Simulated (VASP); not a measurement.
Li:

```
Li
1.0
    -1.75465    1.75465    1.75465
     1.75465   -1.75465    1.75465
     1.75465    1.75465   -1.75465
Li
1
Direct
  0.00000 0.00000 0.00000
```

```yaml
Program: VASP 6.6.1
Task: relaxation of cell and atoms
Functional: PBEsol
Potentials_or_basis: VASP PAW PBE potentials, release 64 (Li_sv)
Cutoff: 750 eV
k_mesh: 10 × 10 × 10
Occupations: gaussian, width 0.1 eV
Spin: no spin polarisation
```

At the start: pressure -0.9 GPa; volume 21.61 Å³/atom.

How do energy, volume and symmetry change on relaxing?

Over 3 steps the energy falls by 4.1 meV/atom and the volume is 20.16 Å³/atom (-6.7 %); space group Im-3m (No. 229, to 0.1 Å) before and after.

Step by step:
| step | energy change (eV) | largest force (eV/Å) | pressure (GPa) | volume (Å³) |
| --- | --- | --- | --- | --- |
| 1 | 0.0000 | 0.0000 | -0.88 | 21.61 |
| 2 | -0.0018 | 0.0000 | -0.67 | 21.24 |
| 3 | -0.0041 | 0.0000 | 0.01 | 20.16 |

Final structure:
```yaml
crystal:
  lattice:
    - [-1.71466, 1.71466, 1.71466]
    - [1.71466, -1.71466, 1.71466]
    - [1.71466, 1.71466, -1.71466]
  atoms:
    - { symbol: Li, position: [0.00000, 0.00000, 0.00000] }
```

Caveat: the PAW data sets were made with another functional, which shifts forces and pressure a little.
